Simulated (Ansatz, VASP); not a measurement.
# Two plane-wave programs on Ge2Sb2Te5

```
CELL_PARAMETERS angstrom
-4.26383 0.00000 0.00000
-2.13191 -3.69258 0.00000
0.00000 0.00000 21.06574
ATOMIC_POSITIONS crystal
Ge 0.00000 0.00000 0.71358
Ge 0.00000 0.00000 0.14400
Sb 0.33333 0.33333 0.52507
Sb 0.66667 0.66667 0.33252
Te 0.00000 0.00000 0.42879
Te 0.33333 0.33333 0.24962
Te 0.66667 0.66667 0.60797
Te 0.33333 0.33333 0.78075
Te 0.66667 0.66667 0.07684
```

Alike in both runs: task single point; functional PBE; k mesh 11 × 11 × 3; occupations gaussian, width 0.15 eV; no spin polarisation.

|  | VASP | Ansatz |
| --- | --- | --- |
| version | VASP 6.6.1 | Ansatz 0.2.0 |
| potentials or method | VASP PAW PBE potentials, release 64 (Ge_d, Sb, Te), cutoff 520 eV | scalar-relativistic, plane waves, PAW |
| valence electrons in the cell | 68 | 138 |

|  | VASP | Ansatz | Ansatz less VASP |
| --- | --- | --- | --- |
| gap on the k mesh at the Fermi level (eV) | 0.18 | 0.19 | +0.013 |
| least direct gap on the mesh (eV) | 0.43 | 0.44 | +0.009 |
| pressure (GPa) | -0.1 | -0.1 | -0.03 |
| traceless stress, the component that is largest in VASP (GPa) | 0.20 | 0.20 | -0.003 |
| rms of the force components (eV/Å) | 0.010 | 0.010 | +0.0004 |

Atom by atom the forces differ by 0.009 eV/Å (rms over components). VASP's potentials hold 68 valence electrons a cell and Ansatz's 138, so a difference there can come from the potentials and not from the codes.

Neither program's run includes spin-orbit coupling.
